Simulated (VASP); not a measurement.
# CaO (Fm-3m) in VASP: single point with r2SCAN

Aim: the single point of CaO with r2SCAN.

Program: VASP 6.6.1. These are calculated values, not measurements. Logs are shortened: lines on timing, memory, paths and dates and some standing lists are left out, and cuts for length are marked.

### 1 The cell of the first run

Symmetry: Fm-3m, No. 225, cubic system. The conventional cell has a = 4.902 Å, b = 4.902 Å, c = 4.902 Å, α = 90.00°, β = 90.00°, γ = 90.00°. Ca (site symmetry m-3m) has 6 O at 2.45 Å within 3.2 Å. O (site symmetry m-3m) has 6 Ca at 2.45 Å within 3.2 Å.

### 2 Single point, r2SCAN

File POSCAR:

```
CaO
1.0
    0.0000000000      2.4512106500      2.4512106500
    2.4512106500      0.0000000000      2.4512106500
    2.4512106500      2.4512106500      0.0000000000
Ca O
1 1
Direct
    0.0000000000      0.0000000000      0.0000000000
    0.5000000000      0.5000000000      0.5000000000
```

File INCAR.step1:

```
SYSTEM = CaO
ALGO     = Normal         ! electronic algorithm
EDIFF    = 1E-4           ! SCF threshold, eV
ENCUT    = 520            ! plane-wave cutoff, eV
GGA      = PE             ! functional
ISMEAR   = -1             ! smearing method
LASPH    = .True.         ! aspherical terms in the spheres
LCHARG   = .False.        ! write CHGCAR
LREAL    = .False.        ! projectors in reciprocal space
LWAVE    = .True.         ! write WAVECAR
NBANDS   = 15             ! bands
NELM     = 60             ! most SCF steps
PREC     = Accurate       ! precision mode
SIGMA    = 0.1            ! smearing width, eV
```

File INCAR.step2:

```
SYSTEM = CaO
ALGO     = Normal         ! electronic algorithm
EDIFF    = 1E-7           ! SCF threshold, eV
ENCUT    = 520            ! plane-wave cutoff, eV
ISIF     = 2              ! what is computed and relaxed
ISMEAR   = -1             ! smearing method
ISTART   = 1            
LASPH    = .True.         ! aspherical terms in the spheres
LCHARG   = .False.        ! write CHGCAR
LMIXTAU  = .True.       
LREAL    = .False.        ! projectors in reciprocal space
LWAVE    = .False.        ! write WAVECAR
METAGGA  = R2SCAN         ! meta-GGA
NBANDS   = 15             ! bands
NELM     = 60             ! most SCF steps
PREC     = Accurate       ! precision mode
SIGMA    = 0.1            ! smearing width, eV
```

File KPOINTS:

```
k-points
0
Gamma
  9 9 9
  0 0 0
```

Potentials or basis: VASP PAW PBE potentials, release 64 (Ca_sv, O).

Run with:

```sh
$ cat potpaw_PBE.64/Ca_sv/POTCAR potpaw_PBE.64/O/POTCAR > POTCAR
$ cp INCAR.step1 INCAR
$ mpirun -np 1 vasp_std > vasp.out
$ cp INCAR.step2 INCAR
$ mpirun -np 1 vasp_std > vasp.out
```

OUTCAR:

```text
SYSTEM = CaO
   EDIFF = 1E-7
   ENCUT = 520
   ISIF = 2
   ISMEAR = -1
   ISTART = 1
   LASPH = .True.
   LREAL = .False.
   METAGGA = R2SCAN
   NELM = 60
   PREC = Accurate

 ion  position               nearest neighbor table
   1  0.000  0.000  0.000-   2 2.45   2 2.45   2 2.45   2 2.45   2 2.45   2 2.45
   2  0.500  0.500  0.500-   1 2.45   1 2.45   1 2.45   1 2.45   1 2.45   1 2.45

  LATTYP: Found a face centered cubic cell.
 ALAT       =     4.9024213000

  Lattice vectors:

 A1 = (   0.0000000000,   2.4512106500,   2.4512106500)
 A2 = (   2.4512106500,   0.0000000000,   2.4512106500)
 A3 = (   2.4512106500,   2.4512106500,   0.0000000000)

Analysis of symmetry for initial positions (statically):
=====================================================================
 Subroutine PRICEL returns:
 Original cell was already a primitive cell.

 Routine SETGRP: Setting up the symmetry group for a
 face centered cubic supercell.

 Subroutine GETGRP returns: Found 48 space group operations
 (whereof 48 operations were pure point group operations)
 out of a pool of 48 trial point group operations.

The static configuration has the point symmetry O_h .

Analysis of symmetry for dynamics (positions and initial velocities):
=====================================================================
 Subroutine PRICEL returns:
 Original cell was already a primitive cell.

 Routine SETGRP: Setting up the symmetry group for a
 face centered cubic supercell.

 Subroutine GETGRP returns: Found 48 space group operations
 (whereof 48 operations were pure point group operations)
 out of a pool of 48 trial point group operations.

The dynamic configuration has the point symmetry O_h .

 Subroutine INISYM returns: Found 48 space group operations
 (whereof 48 operations are pure point group operations),
 and found     1 'primitive' translations

----------------------------------------------------------------------------------------

                                     Primitive cell

  volume of cell :      29.4559

  direct lattice vectors                    reciprocal lattice vectors
     0.000000000  2.451210650  2.451210650    -0.203980837  0.203980837  0.203980837
     2.451210650  0.000000000  2.451210650     0.203980837 -0.203980837  0.203980837
     2.451210650  2.451210650  0.000000000     0.203980837  0.203980837 -0.203980837

  length of vectors
     3.466535345  3.466535345  3.466535345     0.353305173  0.353305173  0.353305173

  position of ions in fractional coordinates (direct lattice)
     0.000000000  0.000000000  0.000000000
     0.500000000  0.500000000  0.500000000

  ion indices of the primitive-cell ions
   primitive index   ion index
                 1           1
                 2           2

----------------------------------------------------------------------------------------

 KPOINTS: k-points

Automatic generation of k-mesh.
 Grid dimensions read from file:
 generate k-points for:    9    9    9

 Generating k-lattice:

  Cartesian coordinates                     Fractional coordinates (reciprocal lattice)
    -0.022664537  0.022664537  0.022664537     0.111111111  0.000000000  0.000000000
     0.022664537 -0.022664537  0.022664537     0.000000000  0.111111111  0.000000000
     0.022664537  0.022664537 -0.022664537     0.000000000  0.000000000  0.111111111

  Length of vectors
     0.039256130  0.039256130  0.039256130

  Shift w.r.t. Gamma in fractional coordinates (k-lattice)
     0.000000000  0.000000000  0.000000000

 Subroutine IBZKPT returns following result:
 ===========================================

 Found     35 irreducible k-points:

 Following reciprocal coordinates:
            Coordinates               Weight
  0.000000  0.000000  0.000000      1.000000
  0.111111  0.000000  0.000000      8.000000
  0.222222  0.000000  0.000000      8.000000
  0.333333  0.000000  0.000000      8.000000
  0.444444  0.000000  0.000000      8.000000
  0.111111  0.111111  0.000000      6.000000
[... 16 lines left out ...]
 -0.333333  0.333333  0.000000     12.000000
  0.444444  0.444444  0.000000      6.000000
 [... further k-points ...]
   k-points           NKPTS =     35   k-points in BZ     NKDIM =     35   number of bands    NBANDS=     15
   number of dos      NEDOS =    301   number of ions     NIONS =      2
   total plane-waves  NPLWV =  21952
   dimension x,y,z NGX =    28 NGY =   28 NGZ =   28
   dimension x,y,z NGXF=    56 NGYF=   56 NGZF=   56
   ions per type =               1   1
   NGX,Y,Z   is equivalent  to a cutoff of  13.43, 13.43, 13.43 a.u.
   NGXF,Y,Z  is equivalent  to a cutoff of  26.86, 26.86, 26.86 a.u.
 SYSTEM =  CaO
   PREC   = accura    normal or accurate (medium, high low for compatibility)
   ISTART =      1    job   : 0-new  1-cont  2-samecut
   ICHARG =      0    charge: 1-file 2-atom 10-const
   ISPIN  =      1    spin polarized calculation?
   LNONCOLLINEAR =      F non collinear calculations
   LSORBIT =      F    spin-orbit coupling
   LASPH  =      T    aspherical Exc in radial PAW
   ENCUT  =  520.0 eV  38.22 Ry    6.18 a.u.   6.45  6.45  6.45*2*pi/ulx,y,z
   NELM   =     60;   NELMIN=  2; NELMDL=  0     # of ELM steps
   EDIFF  = 0.1E-06   stopping-criterion for ELM
   LREAL  =      F    real-space projection
   EDIFFG = 0.1E-05   stopping-criterion for IOM
   NSW    =      0    number of steps for IOM
   IBRION =     -1    ionic relax: 0-MD 1-quasi-New 2-CG
   NFREE  =      0    steps in history (QN), initial steepest desc. (CG)
   ISIF   =      2    stress and relaxation
   ISYM   =      2    0-nonsym 1-usesym 2-fastsym
   POTIM  = 0.5000    time-step for ionic-motion
   TEBEG  =    0.0;   TEEND  =   0.0 temperature during run
   PSTRESS=    0.0 pullay stress
   NELECT =      16.0000    total number of electrons
   NUPDOWN=      -1.0000    fix difference up-down
   EMIN   =  10.00;   EMAX   =-10.00  energy-range for DOS
   EFERMI =   0.00;   METHOD = LEGACY
   ISMEAR =    -1;   SIGMA  =   0.10  broadening in eV -4-tet -1-fermi 0-gaus
   EFERMI_NEDOS =   21; number of points for ismear=-14 and -15
   IALGO  =     38    algorithm
   IMIX   =      4    mixing-type and parameters
     AMIX     =   0.40;   BMIX     =  1.00
     AMIX_MAG =   1.60;   BMIX_MAG =  1.00
  volume/ion in A,a.u.               =      14.73        99.39
  Fermi-wavevector in a.u.,A,eV,Ry     =   1.335747  2.524196 24.275786  1.784220
  Thomas-Fermi vector in A             =   2.464427
   LORBIT       =      0    0 simple, 1 ext, 2 COOP (PROOUT), +10 PAW based schemes
   METAGGA = R2SCAN    functional components
   LHFCALC =     F    Hartree Fock is set to
   AEXX    =    0.0000 exact exchange contribution
   IVDW    =     0    specifies the selected vdW correction
   LEPSILON=     F    determine dielectric tensor
   LRPA    =     F    only Hartree local field effects (RPA)
 non-spin polarized calculation
  energy-cutoff  :      520.00
  volume of cell :       29.46
 maximum number of plane-waves:       821
 NGX is ok and might be reduce to    28
   NGX = 13   NGY = 13   NGZ = 13

 number of electron      16.0000005 magnetization

 Free energy of the ion-electron system (eV)
  ---------------------------------------------------
  ext. energy  EPLUGINS =         0.00000000
  ---------------------------------------------------
  free energy    TOTEN  =       -19.42390525 eV

  energy without entropy =      -19.42390525  energy(sigma->0) =      -19.42390525

 E-fermi :   3.7155     XC(G=0): -10.7646

 val. band max:        1.6944316326   @ k =   0.0000   0.0000   0.0000
 cond. band min:       5.9444297606   @ k =   0.4444   0.4444   0.0000
 fundamental gap:      4.2499981280
 Fermi energy:         3.7155080861

 k-point     1 :       0.0000    0.0000    0.0000
  band No.  band energies     occupation
      1     -37.6212      2.00000
      2     -17.5497      2.00000
      3     -17.5497      2.00000
      4     -17.5497      2.00000
      5     -14.6675      2.00000
      6       1.6944      2.00000
      7       1.6944      2.00000
      8       1.6944      2.00000
      9       6.6380      0.00000
     10       8.3922      0.00000
     11       8.3922      0.00000
     12       8.3922      0.00000
     13       9.8873      0.00000
     14       9.8873      0.00000
     15      17.0736      0.00000

 k-point     2 :       0.1111    0.0000    0.0000
  band No.  band energies     occupation
      1     -37.6122      2.00000
      2     -17.6905      2.00000
      3     -17.5549      2.00000
      4     -17.5548      2.00000
      5     -14.5171      2.00000
      6       1.2917      2.00000
      7       1.5451      2.00000
      8       1.5451      2.00000
      9       7.1778      0.00000
     10       8.3480      0.00000
     11       8.5921      0.00000
     12       8.5921      0.00000
     13      10.1565      0.00000
     14      10.1565      0.00000
     15      17.5144      0.00000

 k-point     3 :       0.2222    0.0000    0.0000
  band No.  band energies     occupation
      1     -37.5894      2.00000
      2     -17.9995      2.00000
      3     -17.5678      2.00000
      4     -17.5678      2.00000
      5     -14.1838      2.00000
      6       0.4704      2.00000
      7       1.1988      2.00000
      8       1.1988      2.00000
      9       8.2728      0.00000
     10       8.4890      0.00000
     11       9.1325      0.00000
     12       9.1325      0.00000
     13      10.8391      0.00000
     14      10.8391      0.00000
     15      17.9263      0.00000
[... 343 lines left out ...]
 k-point    23 :      -0.3333    0.3333    0.0000
  band No.  band energies     occupation
      1     -37.5262      2.00000
      2     -18.1385      2.00000
      3     -17.8921      2.00000
      4     -17.6528      2.00000
      5     -13.9968      2.00000
      6       0.0706      2.00000
      7       0.5918      2.00000
      8       0.8038      2.00000
      9       8.1100      0.00000
     10       9.4779      0.00000
     11      10.6333      0.00000
     12      10.7415      0.00000
     13      12.1038      0.00000
     14      15.3333      0.00000
     15      15.6905      0.00000

 k-point    24 :       0.4444    0.4444    0.0000
  band No.  band energies     occupation
      1     -37.5240      2.00000
      2     -18.0392      2.00000
      3     -17.7288      2.00000
      4     -17.7288      2.00000
      5     -14.4144      2.00000
      6       0.3230      2.00000
      7       1.3115      2.00000
      8       1.3115      2.00000
      9       5.9444      0.00000
     10       9.9517      0.00000
     11      10.9440      0.00000
     12      11.4548      0.00000
     13      11.4548      0.00000
     14      13.0703      0.00000
     15      15.8326      0.00000

 [... further k-points ...]

------------------------ aborting loop because EDIFF is reached ----------------------------------------

  FORCE on cell =-STRESS in cart. coord.  units (eV):
  Direction    XX          YY          ZZ          XY          YZ          ZX
  --------------------------------------------------------------------------------------
  -------------------------------------------------------------------------------------
  Total       -1.0911518     -1.0911518     -1.0911518      0.0000000      0.0000000      0.0000000
  in kB      -59.3504281    -59.3504281    -59.3504281      0.0000000      0.0000000      0.0000000
  external PRESSURE =     -59.3504281 kB  Pullay stress =       0.0000000 kB

 VOLUME and BASIS-vectors are now :
 -----------------------------------------------------------------------------
  energy-cutoff  :      520.00
  volume of cell :       29.46
      direct lattice vectors                 reciprocal lattice vectors
     0.000000000  2.451210650  2.451210650    -0.203980837  0.203980837  0.203980837
     2.451210650  0.000000000  2.451210650     0.203980837 -0.203980837  0.203980837
     2.451210650  2.451210650  0.000000000     0.203980837  0.203980837 -0.203980837

 POSITION                                       TOTAL-FORCE (eV/Angst)
 -----------------------------------------------------------------------------------
      0.00000      0.00000      0.00000         0.000000     -0.000000     -0.000000
      2.45121      2.45121      2.45121        -0.000000      0.000000      0.000000
 -----------------------------------------------------------------------------------
    total drift:                                0.000000      0.000000      0.000000

  FREE ENERGIE OF THE ION-ELECTRON SYSTEM (eV)
  ---------------------------------------------------
  free  energy   TOTEN  =       -19.4239052535 eV

  energy  without entropy=      -19.4239052533  energy(sigma->0) =      -19.42390525
```

Wall time 78 s (1 thread of Intel Xeon Platinum 8488C (Sapphire Rapids), shared host); peak memory 0.17 GiB.

What came out:

* Free energy: -19.4239 eV
* Pressure: -5.9 GPa
* Band gap on the k mesh: 4.25 eV, indirect (least direct gap 4.63 eV)

Caveat: the PAW data sets were made with another functional, which shifts forces and pressure a little. A k mesh can miss the band edges.
